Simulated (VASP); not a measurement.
**MgO: single point with PBE**

The system is MgO.

```
Mg O
1.0
     0.00000    2.01808    2.15970
     2.01808    0.00000    2.15970
     2.01808    2.01808    0.00000
Mg O
1 1
Direct
  0.00000 0.00000 0.00000
  0.50000 0.50000 0.50000
```

This cell differs from its parent crystal: epitaxial xy strain -4.0%.

```
Program             : VASP 6.6.1
Task                : single point
Functional          : PBE
Potentials or basis : VASP PAW PBE potentials, release 64 (Mg, O)
Cutoff              : 520 eV
k mesh              : 6 × 6 × 6
Occupations         : gaussian, width 0.01 eV
Spin                : no spin polarisation
```

```
Pressure               : 17.2 GPa
Band gap on the k mesh : 5.23 eV, direct
```

Stress tensor (GPa, compression positive):
```
23.25  0.00  0.00
 0.00 23.25  0.00
 0.00  0.00  5.01
```

Levels at points of the mesh, in eV from the valence-band top:
| k point | band 1 | band 2 | band 3 | band 4 | band 5 | band 6 | band 7 | band 8 |
| --- | --- | --- | --- | --- | --- | --- | --- | --- |
| (0.00, 0.00, 0.00) | -17.66 | -0.11 | -0.11 | 0.00 | 5.23 | 15.63 | 16.38 | 16.38 |
| (0.50, 0.00, 0.00) | -16.21 | -4.95 | -0.89 | -0.71 | 8.18 | 13.19 | 16.24 | 17.72 |
| (0.50, 0.50, 0.00) | -16.08 | -4.57 | -1.29 | -1.29 | 9.62 | 10.75 | 13.08 | 20.41 |
| (0.50, 0.00, 0.50) | -15.87 | -4.31 | -1.81 | -1.38 | 8.93 | 10.55 | 13.98 | 18.90 |

Wall time 16 s on 1 thread of Intel Xeon 8259CL, with other jobs on the host, peak memory 0.11 GiB.

Caveat: the k points lie up to 0.44 Å⁻¹ apart; the cell differs from its parent crystal (epitaxial xy strain -4.0%).
